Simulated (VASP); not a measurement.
Write the native input for VASP 6.6.1 that does the following.

```yaml
Task: single point
Functional: PBE
Potentials_or_basis: VASP PAW PBE potentials, release 64 (Al, N)
Cutoff: 520 eV
k_mesh: 6 × 6 × 4
Occupations: gaussian, width 0.01 eV
Spin: no spin polarisation
Dipole_correction: no
Further_INCAR_settings: ALGO = Normal; EDIFF = 1e-06; NBANDS = 16
```

The structure of AlN lies in POSCAR:

```
AlN
1.0
    3.1130000000      0.0000000000      0.0000000000
   -1.5565000000      2.6959370820      0.0000000000
    0.0000000000      0.0000000000      4.9810000000
Al N
2 2
Direct
    0.6666666667      0.3333333333      0.5000000000
    0.3333333333      0.6666666667      0.0000000000
    0.6666666667      0.3333333333      0.8800000000
    0.3333333333      0.6666666667      0.3800000000
```

One way to write it, as run:

INCAR

```
SYSTEM = AlN
PREC     = Accurate       ! precision mode
ENCUT    = 520            ! plane-wave cutoff, eV
EDIFF    = 1E-6           ! SCF threshold, eV
ISMEAR   = 0              ! smearing method
SIGMA    = 0.01           ! smearing width, eV
LREAL    = .False.        ! projectors in reciprocal space
LASPH    = .True.         ! aspherical terms in the spheres
NELM     = 100            ! most SCF steps
ALGO     = Normal         ! electronic algorithm
ISIF     = 2              ! what is computed and relaxed
LWAVE    = .False.        ! write WAVECAR
LCHARG   = .False.        ! write CHGCAR
GGA      = PE             ! functional
NBANDS   = 16             ! bands
```

KPOINTS

```
Automatic mesh
0
Gamma
  6 6 4
  0 0 0
```

Potentials or basis: VASP PAW PBE potentials, release 64 (Al, N).

Launch:

```sh
$ cat potpaw_PBE.64/Al/POTCAR potpaw_PBE.64/N/POTCAR > POTCAR
$ mpirun -np 1 vasp_std > vasp.out
```

It gave:

```yaml
Pressure: 3.5 GPa
Largest_force: 0.130 eV/Å
Band_gap_on_the_k_mesh: 4.22 eV, direct
```

Wall time 13 s on 1 thread of AMD EPYC 7R13 Processor (Zen 3), on a shared host, peak memory 0.12 GiB.
